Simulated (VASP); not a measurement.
## HfSb2Au3: relaxation of cell and atoms with PBE

The system is HfSb2Au3.

```
Hf Sb Au
1.0
     5.48970    0.00000    0.00000
    -2.74485    4.75422    0.00000
     0.00000    0.00000    5.21906
Hf Sb Au
1 2 3
Direct
  0.00000 0.00000 0.00000
  0.33333 0.66667 0.00000
  0.66667 0.33333 0.00000
  0.50000 0.00000 0.50000
  0.50000 0.50000 0.50000
  0.00000 0.50000 0.50000
```

| Quantity | Value |
| --- | --- |
| Program | VASP 6.6.1 |
| Task | relaxation of cell and atoms |
| Functional | PBE |
| Potentials or basis | VASP PAW PBE potentials, release 64 (Hf_pv, Sb, Au) |
| Cutoff | 600 eV |
| k mesh | 12 × 12 × 8 |
| Occupations | gaussian, width 0.1 eV |
| Spin | no spin polarisation |
| Dipole correction | no |
| Further INCAR settings | ALGO = Normal; EDIFF = 1e-06; IBRION = 2; EDIFFG = -0.01; NSW = 100; ISIF = 3 |

- Relaxed volume: 22.66 Å³/atom
- Relaxed cell: a = 5.474 Å, b = 5.474 Å, c = 5.239 Å, α = 90.00°, β = 90.00°, γ = 120.00°
- Space group after relaxing (to 0.05 Å): P6/mmm (No. 191)
- Energy gained by relaxing: 0.3 meV/atom
- Ionic steps: 5
- Pressure after relaxing: 0.0 GPa

Step by step:
| step | energy change (eV) | largest force (eV/Å) | pressure (GPa) | volume (Å³) |
| --- | --- | --- | --- | --- |
| 1 | 0.0000 | 0.0000 | -0.29 | 136.21 |
| 2 | -0.0008 | 0.0000 | 0.37 | 135.41 |
| 3 | -0.0011 | 0.0000 | 0.15 | 135.68 |
| 4 | -0.0015 | 0.0000 | 0.03 | 135.92 |
| 5 | -0.0015 | 0.0000 | 0.01 | 135.99 |

Final structure:
```yaml
crystal:
  lattice:
    - [5.47446, 0.00000, 0.00000]
    - [-2.73723, 4.74102, 0.00000]
    - [0.00000, 0.00000, 5.23947]
  atoms:
    - { symbol: Hf, position: [0.00000, 0.00000, 0.00000] }
    - { symbol: Sb, position: [0.33333, 0.66667, 0.00000] }
    - { symbol: Sb, position: [0.66667, 0.33333, 0.00000] }
    - { symbol: Au, position: [0.50000, 0.00000, 0.50000] }
    - { symbol: Au, position: [0.50000, 0.50000, 0.50000] }
    - { symbol: Au, position: [0.00000, 0.50000, 0.50000] }
```

Levels at points of the mesh, in eV from the Fermi level:
```
           k point  band 23  band 24  band 25  band 26  band 27  band 28  band 29  band 30
(0.00, 0.00, 0.00)    -1.73    -1.32    -1.23    -1.23     1.17     1.17     1.20     1.90
(0.50, 0.00, 0.00)    -2.00    -1.75    -1.54    -0.80    -0.01     0.52     0.75     1.36
(0.00, 0.00, 0.50)    -2.23    -1.32    -0.40    -0.40     0.32     0.37     0.37     1.74
(0.50, 0.00, 0.50)    -2.99    -2.47    -0.43     0.08     0.09     1.02     1.47     1.75
```

Run time: 17 min on 1 thread of AMD EPYC 7R13 Processor (Zen 3), with other jobs on the host, peak memory 0.64 GiB.

Caveat: spin-orbit coupling is left out, which moves the levels of the heavy elements.
